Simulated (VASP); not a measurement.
Write the native input for VASP 6.6.1 that does the following.

```
Task                   : single point
Functional             : BLYP
Potentials or basis    : VASP PAW PBE potentials, release 64 (I)
Cutoff                 : 520 eV
k mesh                 : 9 × 9 × 9
Occupations            : fermi-dirac, width 0.05 eV
Spin                   : no spin polarisation
Dipole correction      : no
Further INCAR settings : ALGO = Normal; EDIFF = 1e-06; NBANDS = 10
```

The structure of I lies in POSCAR:

```
I
1.0
    0.0000000000      2.3967303343      3.9612912976
    2.2210941101      0.0000000000      3.9612912976
    2.2210941101      2.3967303343      0.0000000000
I
1
Direct
    0.0000000000      0.0000000000      0.0000000000
```

The input as run:

INCAR

```
SYSTEM = I
AGGAC = 1.0 ; AGGAX = 1.0
ALDAC = 0.0 ; ALDAX = 1.0
ALGO = Normal ; EDIFF = 1E-6
ENCUT = 520 ; GGA = B5
ISIF = 2 ; ISMEAR = -1
LASPH = .TRUE. ; LCHARG = .FALSE.
LREAL = .FALSE. ; LWAVE = .FALSE.
NBANDS = 10 ; NELM = 80
PREC = Accurate ; SIGMA = 0.05
```

KPOINTS

```
k-points
0
G
  9 9 9
  0 0 0
```

Potentials or basis: VASP PAW PBE potentials, release 64 (I).

Run with:

```console
$ cat potpaw_PBE.64/I/POTCAR > POTCAR
$ mpirun -np 1 vasp_std > vasp.out
```

Results of the run:

```json
{
 "Pressure": "1.9 GPa",
 "Band gap on the k mesh": "zero (an odd number of electrons rules out a gap without spin polarisation)"
}
```

Caveat: the PAW data sets were made with another functional, which shifts forces and pressure a little; spin-orbit coupling is left out, which moves the levels of the heavy elements; an odd number of electrons without spin polarisation forces a metal; a magnetic or distorted state may lie lower.

Wall time 71 s on 1 thread of Intel Xeon 8259CL, with other jobs on the host, peak memory 0.21 GiB.
